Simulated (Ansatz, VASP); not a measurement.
## One calculation of AlRu, two programs

Contents of INCAR:

```
SYSTEM = AlRu
PREC = Accurate
ENCUT = 500
EDIFF = 1E-7
ISMEAR = 0
SIGMA = 0.1
LREAL = .FALSE.
LASPH = .TRUE.
NELM = 120
ALGO = Normal
ISIF = 3
LWAVE = .FALSE.
LCHARG = .FALSE.
GGA = PE
IBRION = 2
NSW = 100
EDIFFG = -0.002
GGA_COMPAT = .FALSE.
NELMIN = 4
```

The input KPOINTS:

```
Automatic mesh
0
G
  14 14 14
  0 0 0
```

File POSCAR:

```
AlRu
1.0
    2.9700000000      0.0000000000      0.0000000000
    0.0000000000      2.9700000000      0.0000000000
    0.0000000000      0.0000000000      2.9700000000
Ru Al
1 1
Direct
    0.0000000000      0.0000000000      0.0000000000
    0.5000000000      0.5000000000      0.5000000000
```

Input for Ansatz:

```yaml
crystal:
  lattice:
    - [2.97, 0.0, 0.0]
    - [0.0, 2.97, 0.0]
    - [0.0, 0.0, 2.97]
  atoms:
    - { symbol: Ru, position: [0.0, 0.0, 0.0] }
    - { symbol: Al, position: [0.5, 0.5, 0.5] }
basis:
  ecutwfc: 420
kpoints:
  mp_grid: { grid: [14, 14, 14] }
hamiltonian:
  xc: pbe
  pseudopotentials: { kind: paw, azcp: { folder: soft_1 } }
scf:
  occupations: { method: gaussian, width: 0.1 }
output:
  forces: true
  stress: true
  eigenvalues: true
  write_density: true
  write_potential: true
  elf: true
  volumetric_format: npy
relax:
  adjacent_minimum: "off"
  f_tol: 0.002
  max_steps: 80
  cell: { stress_tol: 0.02 }
```

Alike in both runs: task relaxation of cell and atoms; functional PBE; k mesh 14 × 14 × 14; occupations gaussian, width 0.1 eV; no spin polarisation.

|  | VASP | Ansatz |
| --- | --- | --- |
| version | VASP 6.6.1 | Ansatz 0.2.0 |
| potentials or method | VASP PAW PBE potentials, release 64 (Ru_pv, Al), cutoff 500 eV | scalar-relativistic, plane waves, PAW |
| valence electrons in the cell | 17 | 19 |

```tsv
	VASP	Ansatz	Ansatz less VASP
gap on the k mesh at the Fermi level, each at its own relaxed structure (eV)	none	none	-
relaxed volume (Å³/atom)	13.55	13.55	-0.001
relaxed cell length with the largest relative difference (Å)	3.004	3.004	-0.0001
```

A gap of «none» marks a metal or a gap that the smearing closes. VASP's potentials hold 17 valence electrons a cell and Ansatz's 19, so a difference there can come from the potentials and not from the codes.
